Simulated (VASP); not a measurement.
# NaH in VASP: further runs, part 2 of 2

VASP 6.6.1.

### 3 Single point, PBEsol (one atom moved)

Input file INCAR:

```
SYSTEM = NaH
ALGO = Normal
EDIFF = 1E-6
ENCUT = 520
GGA = PS
ISIF = 2
ISMEAR = 0
LASPH = .True.
LCHARG = .False.
LREAL = .False.
LWAVE = .False.
NBANDS = 11
NELM = 100
PREC = Accurate
SIGMA = 0.02
```

Input file KPOINTS:

```
k-points
0
Gamma
  8 8 8
  0 0 0
```

Input file POSCAR:

```
NaH
1.0
    0.0000000000      2.4400000000      2.4400000000
    2.4400000000      0.0000000000      2.4400000000
    2.4400000000      2.4400000000      0.0000000000
Na H
1 1
Direct
    0.0000000000      0.0000000000      0.0000000000
    0.4861762295      0.4977459016      0.5107459016
```

Potentials or basis: VASP PAW PBE potentials, release 64 (Na_pv, H).

Launch:

```
$ cat potpaw_PBE.64/Na_pv/POTCAR potpaw_PBE.64/H/POTCAR > POTCAR
$ mpirun -np 1 vasp_std > vasp.out
```

OUTCAR:

```text
SYSTEM = NaH
   EDIFF = 1E-6
   ENCUT = 520
   GGA = PS
   ISIF = 2
   ISMEAR = 0
   LASPH = .True.
   LREAL = .False.
   NELM = 100
   PREC = Accurate

 ion  position               nearest neighbor table
   1  0.000  0.000  0.000-
   2  0.486  0.498  0.511-

  LATTYP: Found a face centered cubic cell.
 ALAT       =     4.8800000000

  Lattice vectors:

 A1 = (   0.0000000000,   2.4400000000,   2.4400000000)
 A2 = (   2.4400000000,   0.0000000000,   2.4400000000)
 A3 = (   2.4400000000,   2.4400000000,   0.0000000000)

Analysis of symmetry for initial positions (statically):
=====================================================================
 Subroutine PRICEL returns:
 Original cell was already a primitive cell.

 Routine SETGRP: Setting up the symmetry group for a
 face centered cubic supercell.

 Subroutine GETGRP returns: Found  1 space group operations
 (whereof  1 operations were pure point group operations)
 out of a pool of 48 trial point group operations.

The static configuration has the point symmetry C_1 .

Analysis of symmetry for dynamics (positions and initial velocities):
=====================================================================
 Subroutine PRICEL returns:
 Original cell was already a primitive cell.

 Routine SETGRP: Setting up the symmetry group for a
 face centered cubic supercell.

 Subroutine GETGRP returns: Found  1 space group operations
 (whereof  1 operations were pure point group operations)
 out of a pool of 48 trial point group operations.

The dynamic configuration has the point symmetry C_1 .

 Subroutine INISYM returns: Found  1 space group operations
 (whereof  1 operations are pure point group operations),
 and found     1 'primitive' translations

----------------------------------------------------------------------------------------
[... 118 lines left out ...]
   GGA     = PS    functional components
   LHFCALC =     F    Hartree Fock is set to
   AEXX    =    0.0000 exact exchange contribution
   IVDW    =     0    specifies the selected vdW correction
   LEPSILON=     F    determine dielectric tensor
   LRPA    =     F    only Hartree local field effects (RPA)
 non-spin polarized calculation
 Gauss-broadening in eV      SIGMA  =   0.02
  energy-cutoff  :      520.00
  volume of cell :       29.05
 maximum number of plane-waves:       817
 NGX is ok and might be reduce to    28
   NGX = 13   NGY = 13   NGZ = 13

 number of electron       8.0000008 magnetization

 Free energy of the ion-electron system (eV)
  ---------------------------------------------------
  ext. energy  EPLUGINS =         0.00000000
  ---------------------------------------------------
  free energy    TOTEN  =        -5.07967753 eV

  energy without entropy =       -5.07967753  energy(sigma->0) =       -5.07967753

 E-fermi :  -1.0563     XC(G=0):  -7.7896

 val. band max:       -1.1845807493   @ k =   0.2500  -0.2500   0.5000
 cond. band min:       2.3343077334   @ k =   0.5000   0.0000   0.0000
 fundamental gap:      3.5188884826
 Fermi energy:        -1.0562536096

 k-point     1 :       0.0000    0.0000    0.0000
  band No.  band energies     occupation
      1     -23.2338      2.00000
      2     -23.2337      2.00000
      3     -23.2336      2.00000
      4      -4.8242      2.00000
      5       8.9709      0.00000
      6      13.9895      0.00000
      7      13.9913      0.00000
      8      13.9981      0.00000
      9      14.8777      0.00000
     10      14.8841      0.00000
     11      14.8923      0.00000
[... 309 lines left out ...]
 k-point    24 :       0.1250    0.1250   -0.1250
  band No.  band energies     occupation
      1     -23.2691      2.00000
      2     -23.2427      2.00000
      3     -23.2413      2.00000
      4      -3.8854      2.00000
      5       6.4976      0.00000
      6       9.5482      0.00000
      7      11.2714      0.00000
      8      13.1692      0.00000
      9      14.3842      0.00000
     10      16.5543      0.00000
     11      18.1644      0.00000

 [... further k-points ...]

------------------------ aborting loop because EDIFF is reached ----------------------------------------

  FORCE on cell =-STRESS in cart. coord.  units (eV):
  Direction    XX          YY          ZZ          XY          YZ          ZX
  --------------------------------------------------------------------------------------
  -------------------------------------------------------------------------------------
  Total       -0.2151953     -0.2171930     -0.2092749      0.0001728     -0.0003139      0.0008955
  in kB      -11.8670801    -11.9772444    -11.5405978      0.0095311     -0.0173116      0.0493854
  external PRESSURE =     -11.7949741 kB  Pullay stress =       0.0000000 kB

 VOLUME and BASIS-vectors are now :
 -----------------------------------------------------------------------------
  energy-cutoff  :      520.00
  volume of cell :       29.05
      direct lattice vectors                 reciprocal lattice vectors
     0.000000000  2.440000000  2.440000000    -0.204918033  0.204918033  0.204918033
     2.440000000  0.000000000  2.440000000     0.204918033 -0.204918033  0.204918033
     2.440000000  2.440000000  0.000000000     0.204918033  0.204918033 -0.204918033

 POSITION                                       TOTAL-FORCE (eV/Angst)
 -----------------------------------------------------------------------------------
      0.00000      0.00000      0.00000         0.016103     -0.005826     -0.030759
      2.46072      2.43249      2.40077        -0.016103      0.005826      0.030759
 -----------------------------------------------------------------------------------
    total drift:                                0.000036     -0.000005      0.000007

  FREE ENERGIE OF THE ION-ELECTRON SYSTEM (eV)
  ---------------------------------------------------
  free  energy   TOTEN  =        -5.0796775312 eV

  energy  without entropy=       -5.0796775312  energy(sigma->0) =       -5.07967753
```

Run time: 36 s. Hardware: 1 thread of Intel Xeon Platinum 8559C (Emerald Rapids), shared host; peak memory 0.2 GiB.

What came out:

```yaml
Free_energy: -5.0797 eV
Pressure: -1.2 GPa
Largest_force: 0.035 eV/Å
Band_gap_on_the_k_mesh: 3.52 eV, indirect (least direct gap 4.40 eV)
```

Forces on the atoms (eV/Å):
```
Na   0.016 -0.006 -0.031
H   -0.016  0.006  0.031
```

Caveat: the cell differs from its parent crystal (one atom moved); the PAW data sets were made with another functional, which shifts forces and pressure a little.

### 4 Single point, PBEsol

This run uses another cell than the first one, of 8.79 Å³/atom, 0.654 times its volume.

Input file INCAR:

```
ALGO = Normal ; EDIFF = 1E-7
ENCUT = 520 ; GGA = PS
ISIF = 2 ; ISMEAR = 0
LASPH = True ; LCHARG = True
LELF = True ; LREAL = False
LVHAR = True ; LWAVE = False
NBANDS = 11 ; NELM = 100
PREC = Accurate ; SIGMA = 0.01
```

Input file KPOINTS:

```
k-points
0
Gamma
  8 8 8
```

Input file POSCAR:

```
NaH
1.0
    0.0000000000      2.0634470014      2.0634470014
    2.0634470014      0.0000000000      2.0634470014
    2.0634470014      2.0634470014      0.0000000000
Na H
1 1
Direct
    0.0000000000      0.0000000000      0.0000000000
    0.5000000000      0.5000000000      0.5000000000
```

Launch:

```
$ cat potpaw_PBE.64/Na_pv/POTCAR potpaw_PBE.64/H/POTCAR > POTCAR
$ mpirun -np 1 vasp_std > vasp.out
```

Wall time 5.1 s (1 thread of AMD EPYC 7R13 (Zen 3), shared host); peak memory 0.1 GiB.

Results (log left out):

* Free energy: -4.5365 eV
* Pressure: 25.2 GPa
* Band gap on the k mesh: 4.39 eV, indirect (least direct gap 5.42 eV)

Levels at points of the mesh, in eV from the valence-band top:
```csv
k point,band 1,band 2,band 3,band 4,band 5,band 6,band 7,band 8,band 9
"(0.00, 0.00, 0.00)",-21.41,-21.41,-21.41,-5.22,15.39,19.24,19.24,19.24,21.69
"(0.50, 0.00, 0.00)",-21.85,-21.45,-21.45,-1.03,4.39,14.36,16.44,16.44,22.10
"(0.50, 0.50, 0.00)",-21.78,-21.54,-21.54,-0.36,5.58,11.55,13.93,13.93,17.64
```

Caveat: the PAW data sets were made with another functional, which shifts forces and pressure a little. A k mesh can miss the band edges.

### 5 Relaxation of cell and atoms, PBEsol, target pressure 25 GPa, at which the enthalpy is minimised

This run uses another cell than the first one, of 13.75 Å³/atom, 1.023 times its volume.

Input file INCAR:

```
ALGO = Normal
EDIFF = 1E-6
EDIFFG = -0.001
ENCUT = 600
GGA = PS
IBRION = 2
ISIF = 3
ISMEAR = 0
LASPH = T
LCHARG = F
LREAL = F
LWAVE = F
NELM = 80
NSW = 80
PREC = Accurate
PSTRESS = 250.0
SIGMA = 0.01
```

KPOINTS is that of step 4.

Input file POSCAR:

```
NaH
1.0
    0.0000000000      2.3956887629      2.3956887629
    2.3956887629      0.0000000000      2.3956887629
    2.3956887629      2.3956887629      0.0000000000
Na H
1 1
Direct
    0.0000000000      0.0000000000      0.0000000000
    0.5000000000      0.5000000000      0.5000000000
```

Launch:

```
$ cat potpaw_PBE.64/Na_pv/POTCAR potpaw_PBE.64/H/POTCAR > POTCAR
$ mpirun -np 1 vasp_std > vasp.out
```

Run time: 40 s. Hardware: 1 thread of AMD EPYC 7R13 (Zen 3), shared host; peak memory 0.13 GiB.

Results (log left out):

| Property | Result |
| --- | --- |
| Free energy | -4.5488 eV |
| Relaxed volume | 8.81 Å³/atom |
| Relaxed cell | a = 2.921 Å, b = 2.921 Å, c = 2.921 Å, α = 60.00°, β = 60.00°, γ = 60.00° |
| Space group after relaxing (to 0.05 Å) | Fm-3m (No. 225) |
| Energy change on relaxing (the enthalpy is what falls) | +268.7 meV/atom |
| Ionic steps | 17 |
| Pressure after relaxing | 25.0 GPa |
| Band gap on the k mesh | 4.39 eV, indirect (least direct gap 5.41 eV) |

The path:
```csv
step,energy change (eV),largest force (eV/Å),pressure (GPa),volume (Å³)
1,0.0000,0.0000,0.01,27.50
2,0.2715,0.0000,14.73,19.82
3,0.4838,0.0000,23.04,17.99
4,0.5389,0.0000,25.05,17.62
5,0.5129,0.0000,23.90,17.79
6,0.5136,0.0000,24.16,17.78
7,0.5158,0.0000,24.19,17.77
8,0.5158,0.0000,24.17,17.77
9,0.5159,0.0000,24.16,17.77
10,0.5162,0.0000,24.15,17.77
11,0.5167,0.0000,24.26,17.76
12,0.5178,0.0000,24.25,17.76
13,0.5199,0.0000,24.34,17.74
14,0.5241,0.0000,24.51,17.71
15,0.5327,0.0000,24.85,17.66
16,0.5364,0.0000,24.97,17.63
17,0.5375,0.0000,24.99,17.63
```

Final structure:
```cif
data_structure
_symmetry_space_group_name_H-M 'P 1'
_symmetry_Int_Tables_number 1
_cell_length_a 2.9212
_cell_length_b 2.9212
_cell_length_c 2.9212
_cell_angle_alpha 60.000
_cell_angle_beta 60.000
_cell_angle_gamma 60.000
_cell_volume 17.63
loop_
_atom_site_label
_atom_site_type_symbol
_atom_site_fract_x
_atom_site_fract_y
_atom_site_fract_z
_atom_site_occupancy
Na1 Na 0.00000 0.00000 0.00000 1
H1 H 0.50000 0.50000 0.50000 1
```

Levels at points of the mesh, in eV from the valence-band top:
```tsv
k point	band 1	band 2	band 3	band 4	band 5	band 6	band 7	band 8
(0.00, 0.00, 0.00)	-21.41	-21.41	-21.41	-5.21	15.35	19.21	19.21	19.21
(0.50, 0.00, 0.00)	-21.84	-21.45	-21.45	-1.03	4.39	14.33	16.41	16.41
(0.50, 0.50, 0.00)	-21.78	-21.54	-21.54	-0.35	5.57	11.54	13.90	13.90
```

Caveat: the cell is relaxed towards a set pressure, so the enthalpy falls and the energy may rise; the volume moved by over 15 % at a fixed basis, so the end points are rough; the PAW data sets were made with another functional, which shifts forces and pressure a little. A k mesh can miss the band edges.

### 6 Summary

```csv
task,cell,cutoff (eV),smearing,gap on the mesh (eV),pressure (GPa)
single point,"a = 3.362 Å, angles 60.0°, 2 atoms",520,gaussian 0.02 eV,3.64,0.6
single point,"a = 3.451 Å, angles 60.0°, 2 atoms",520,gaussian 0.02 eV,3.52,-1.2
single point,"a = 2.918 Å, angles 60.0°, 2 atoms",520,gaussian 0.01 eV,4.39,25.2
relaxation of cell and atoms,"relaxed to 25 GPa from a = 3.388 Å, angles 60.0°, 2 atoms",600,gaussian 0.01 eV,4.39,25.0
```

Alike in all rows: level PBEsol; potentials or basis VASP PAW PBE potentials, release 64 (Na_pv, H); no spin polarisation; k mesh 8 × 8 × 8.

Caveats: the PAW data sets were made with another functional, which shifts forces and pressure a little; the cell is relaxed towards a set pressure, so the enthalpy falls and the energy may rise (some runs); the volume moved by over 15 % at a fixed basis, so the end points are rough (some runs).

Absolute energies hang on the potentials; compare differences alone.
